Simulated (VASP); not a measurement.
B4MoRu, 6 atoms in the cell. Symmetry: P6/mmm, No. 191, hexagonal system. The conventional cell has a = 3.009 Å, b = 3.009 Å, c = 6.685 Å, α = 90.00°, β = 90.00°, γ = 120.00°. B (site symmetry 3m) has 3 B at 1.74 Å within 2.3 Å. Mo (site symmetry 6/mmm) has 12 B at 2.40 Å and 6 Mo at 3.01 Å within 3.2 Å. Ru (site symmetry 6/mmm) has 12 B at 2.42 Å and 6 Ru at 3.01 Å within 3.2 Å. 

```yaml
Program: VASP 6.6.1
Task: single point
Functional: PBE
Potentials_or_basis: VASP PAW PBE potentials, release 64 (B, Mo_sv, Ru_pv)
Cutoff: 520 eV
k_mesh: 6 × 6 × 4
Occupations: gaussian, width 0.1 eV
Spin: collinear spin, ferromagnetic start
Starting_moments: "[0.0, 0.0, 0.0, 0.0, 1.0, 1.0] μB"
Dipole_correction: no
Further_INCAR_settings: ALGO = Normal; EDIFF = 1e-07; NBANDS = 33
```

Potentials or basis: VASP PAW PBE potentials, release 64 (B, Mo_sv, Ru_pv).

Run with:

```sh
$ cat potpaw_PBE.64/B/POTCAR potpaw_PBE.64/Mo_sv/POTCAR potpaw_PBE.64/Ru_pv/POTCAR > POTCAR
$ mpirun -np 1 vasp_std > vasp.out
```

Hardware: 1 thread of Intel(R) Xeon(R) 6975P-C (Granite Rapids) (shared host).

Question: How long does it take, and how much memory?

Answer: Run time: 44 s on 1 thread of Intel(R) Xeon(R) 6975P-C (Granite Rapids), on a shared host, peak memory 0.23 GiB. Counts: scf iterations 21, k points 21.
